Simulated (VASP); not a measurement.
The system is BN (hexagonal boron nitride).

```
B N
1.0
     2.50400    0.00000    0.00000
    -1.25200    2.16853    0.00000
     0.00000    0.00000    6.66100
B N
2 2
Direct
  0.33333 0.66667 0.25000
  0.66667 0.33333 0.75000
  0.66667 0.33333 0.25000
  0.33333 0.66667 0.75000
```

```yaml
Program: VASP 6.6.1
Task: relaxation of cell and atoms
Functional: LDA
Potentials_or_basis: VASP PAW LDA potentials, release 64 (B, N)
Cutoff: 600 eV
k_mesh: 12 × 12 × 4
Occupations: gaussian, width 0.01 eV
Spin: no spin polarisation
```

At the start: pressure -4.3 GPa; volume 9.04 Å³/atom.

Task: How do energy, volume and symmetry change on relaxing?

Result: Over 12 steps the energy falls by 2.8 meV/atom and the volume is 8.63 Å³/atom (-4.5 %); space group P6_3/mmc (No. 194, to 0.05 Å).

The path:
```
step  energy change (eV)  largest force (eV/Å)  pressure (GPa)  volume (Å³)
   1              0.0000                0.0000           -4.31        36.17
   2              0.0222                0.0000            8.25        34.91
   3             -0.0078                0.0000           -0.29        35.74
   4             -0.0078                0.0000           -0.20        35.73
   5             -0.0082                0.0000           -0.17        35.66
   6             -0.0092                0.0000           -0.15        35.45
   7             -0.0106                0.0000           -0.07        35.02
   8             -0.0109                0.0000            0.18        34.18
   9             -0.0113                0.0000            0.05        34.56
  10             -0.0113                0.0000            0.07        34.52
  11             -0.0111                0.0000           -0.64        34.59
  12             -0.0113                0.0000            0.00        34.53
```

Final structure:
```
B N
1.0
     2.49017    0.00000    0.00000
    -1.24508    2.15655    0.00000
     0.00000    0.00000    6.43004
B N
2 2
Direct
  0.33333 0.66667 0.25000
  0.66667 0.33333 0.75000
  0.66667 0.33333 0.25000
  0.33333 0.66667 0.75000
```
